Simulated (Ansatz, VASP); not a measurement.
**Two plane-wave programs on HfH5**

```
Hf H
1.0
     3.52340    0.00000    0.00000
    -1.76170    3.05135    0.00000
     0.00000    0.00000    3.16364
Hf H
1 5
Direct
  0.00000 0.00000 0.00000
  0.00000 0.50000 0.50000
  0.33333 0.66667 0.00000
  0.66667 0.33333 0.00000
  0.50000 0.00000 0.50000
  0.50000 0.50000 0.50000
```

Change from the starting cell: species swapped into the CeFe5 type (P6/mmm, No. 191).

Alike in both runs: functional PBE; k mesh 6 × 6 × 6; occupations gaussian, width 0.1 eV; no spin polarisation.

Ansatz relaxed the structure, and its values are those at the end. VASP's run is a single point on that final structure, the one shown.

```csv
,VASP,Ansatz
version,VASP 6.6.1,Ansatz 0.2.0
potentials or method,"VASP PAW PBE potentials, release 64 (Hf_pv, H), cutoff 520 eV","scalar-relativistic, plane waves, PAW"
valence electrons in the cell,15,31
```

|  | VASP | Ansatz | Ansatz less VASP |
| --- | --- | --- | --- |
| gap on the k mesh at the Fermi level (eV) | none | none | - |
| pressure (GPa) | -1.1 | -0.2 | +0.86 |

A gap of «none» marks a metal or a gap that the smearing closes. The functional is the same, so the differences come from potentials, cutoffs and numerics. VASP's potentials hold 15 valence electrons a cell and Ansatz's 31, so a difference there can come from the potentials and not from the codes.

Neither program's run includes spin-orbit coupling.
